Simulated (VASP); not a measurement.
A run of VASP 6.6.1 is set up as follows.

File INCAR:

```
SYSTEM = H8CO6
PREC = Accurate ; ENCUT = 520
EDIFF = 1E-6 ; ISMEAR = -1
SIGMA = 0.05 ; LREAL = .FALSE.
LASPH = .TRUE. ; NELM = 120
ALGO = Normal ; ISIF = 2
LWAVE = .FALSE. ; LCHARG = .FALSE.
GGA = PE ; IVDW = 12
NBANDS = 37 ; GGA_COMPAT = .FALSE.
```

Contents of KPOINTS:

```
regular mesh
0
G
  1 1 1
  0 0 0
```

Contents of POSCAR:

```
H8CO6
1.0
    6.2299620000      0.0000000000      0.0000000000
    0.0000000000      6.2299620000      0.0000000000
    0.0000000000      0.0000000000      6.2299620000
O H C
6 8 1
Direct
    0.4472258418      0.7018180849      0.3780921938
   -0.0162761827      1.1640680954      0.6180776063
    0.8002777545      0.7446273348      0.6607584444
    0.2311892111      0.0503373857      0.1680588100
   -0.2065662680      0.4185418787      0.9865549742
    0.1622160777      0.4811425816      1.0309051644
    0.3460534751      0.5941930304      0.2923131794
    0.5883181952      0.6742737757      0.3189907097
   -0.0075602387      1.0182726636      0.5850115940
    0.0313645573      1.2165724285      0.4755727242
    0.6563603438      0.7017217762      0.6649639275
    0.7565535713      0.8849492180      0.6894424075
    0.2943998695      0.0539329132      0.0202408939
    0.3144963003     -0.0817019430      0.2427944183
   -0.0180257921      0.4252674414      1.0066514049
```

Potentials or basis: VASP PAW PBE potentials, release 64 (O, H, C).

Run with:

```sh
$ cat potpaw_PBE.64/O/POTCAR potpaw_PBE.64/H/POTCAR potpaw_PBE.64/C/POTCAR > POTCAR
$ mpirun -np 1 vasp_gam > vasp.out
```

(1) What does it give for the largest force?

(2) Estimate the pressure.

(3) Estimate the dispersion energy per atom.

Answers

(1) 3.313 eV/Å.

(2) -0.5 GPa.

(3) -0.026 eV.

Caveat: the k points lie up to 1.01 Å⁻¹ apart, too coarse for converged energies, forces and pressures.
